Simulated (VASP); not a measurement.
Wanted: the native input for a VASP 6.6.1 run.

```
Task                   : single point
Functional             : PBE
Potentials or basis    : VASP PAW PBE potentials, release 64 (Mo_sv, Se)
Cutoff                 : 520 eV
k mesh                 : 14 × 14 × 14
Occupations            : gaussian, width 0.1 eV
Spin                   : collinear spin
Starting moments       : [3.5, 0.0] μB
Dipole correction      : no
Further INCAR settings : ALGO = Normal; EDIFF = 1e-07; NBANDS = 21
```

The structure of MoSe lies in POSCAR:

```
MoSe
1.0
    0.0000000000      2.4821826423      2.4821826423
    2.4821826423      0.0000000000      2.4821826423
    2.4821826423      2.4821826423      0.0000000000
Mo Se
1 1
Direct
    0.0000000000      0.0000000000      0.0000000000
    0.5000000000      0.5000000000      0.5000000000
```

One way to write it, as run:

INCAR

```
SYSTEM = MoSe
PREC = Accurate
ENCUT = 520
EDIFF = 1E-7
ISMEAR = 0
SIGMA = 0.1
LREAL = .FALSE.
LASPH = .TRUE.
NELM = 150
ALGO = Normal
ISIF = 2
LWAVE = .FALSE.
LCHARG = .FALSE.
ISPIN = 2
MAGMOM = 3.5 0
LORBIT = 11
LMAXMIX = 4
GGA = PE
NBANDS = 21
```

KPOINTS

```
regular mesh
0
G
  14 14 14
  0 0 0
```

Potentials or basis: VASP PAW PBE potentials, release 64 (Mo_sv, Se).

The run is started by

```bash
$ cat potpaw_PBE.64/Mo_sv/POTCAR potpaw_PBE.64/Se/POTCAR > POTCAR
$ mpirun -np 1 vasp_std > vasp.out
```

It gave:

- Pressure: 30.5 GPa
- Band gap on the k mesh: zero (filled and empty bands overlap)
- Net moment: 0.00 μB per cell
- Valence electrons inside the program's atomic spheres: Mo 12.66; Se 4.09

Caveat: the cell stands under pressure.

Run time: 78 s on 1 thread of Intel(R) Xeon(R) 6975P-C (Granite Rapids), with other jobs on the host, peak memory 0.24 GiB.
